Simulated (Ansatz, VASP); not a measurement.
C: VASP beside Ansatz

```
C
1.0
     1.23401   -2.13753   -0.01042
    -3.69623   -2.13409    0.05772
     0.18252    0.04432  -12.87577
C
12
Cartesian
  -1.2090 -2.8158 -4.2195
  0.0223 -0.6803 -4.2433
  -2.4401 -3.5269 -4.2004
  -1.2092 -1.3908 -4.2242
  -2.3118 -3.5358 -8.5822
  -1.0805 -1.4003 -8.6058
  -1.0803 -2.8253 -8.6013
  0.1505 -0.6891 -8.6249
  -2.2718 -1.3888 -12.8405
  0.1940 -1.3915 -12.8743
  -2.2715 -2.8139 -12.8361
  0.1941 -2.8167 -12.8699
```

Change from the starting cell: cell x2, atoms moved at random (sigma 0.05 Å) and cell strained at random (1.5 %), then relaxed without symmetry.

Alike in both runs: functional PBE; k mesh 8 × 6 × 2; occupations gaussian, width 0.2 eV; no spin polarisation.

Ansatz relaxed the structure, and its values are those at the end. VASP's run is a single point on that final structure, the one shown.

|  | VASP | Ansatz |
| --- | --- | --- |
| version | VASP 6.6.1 | Ansatz 0.2.0 |
| potentials or method | VASP PAW PBE potentials, release 64 (C), cutoff 600 eV | scalar-relativistic, plane waves, PAW |
| valence electrons in the cell | 48 | 48 |

```tsv
	VASP	Ansatz	Ansatz less VASP
gap on the k mesh at the Fermi level (eV)	1.10	1.10	-0.001
least direct gap on the mesh (eV)	1.10	1.10	-0.001
pressure (GPa)	0.1	0.1	-0.01
rms of the force components (eV/Å)	0.006	0.006	-0.0001
```
